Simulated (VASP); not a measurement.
A run of VASP 6.6.1 is set up as follows.

File INCAR:

```
SYSTEM = Hf
PREC = Accurate ; ENCUT = 520
EDIFF = 1E-6 ; ISMEAR = -1
SIGMA = 0.05 ; LREAL = .False.
LASPH = .True. ; NELM = 100
ALGO = Normal ; ISIF = 2
LWAVE = .False. ; LCHARG = .False.
NBANDS = 11
```

Contents of KPOINTS:

```
regular mesh
0
Gamma
  5 5 5
  0 0 0
```

The input POSCAR:

```
Hf
1.0
    2.9138100000      0.0000000000      0.0000000000
    0.0000000000      2.9138100000      0.0000000000
    0.0000000000      0.0000000000      2.9138100000
Hf
1
Direct
    0.5000000000      0.5000000000      0.5000000000
```

Potentials or basis: VASP PAW LDA potentials, release 64 (Hf_pv).

Run with:

```sh
$ cat potpaw_LDA.64/Hf_pv/POTCAR > POTCAR
$ mpirun -np 1 vasp_std > vasp.out
```

(1) What does it give for the band gap on the k mesh?

(2) Predict the pressure.

## Answers

(1) zero (band 5 reaches 3.96 eV, above the bottom of band 6 at 2.18 eV).

(2) -5.5 GPa.

Caveat: the k points lie up to 0.43 Å⁻¹ apart; spin-orbit coupling is left out, which moves the levels of the heavy elements.
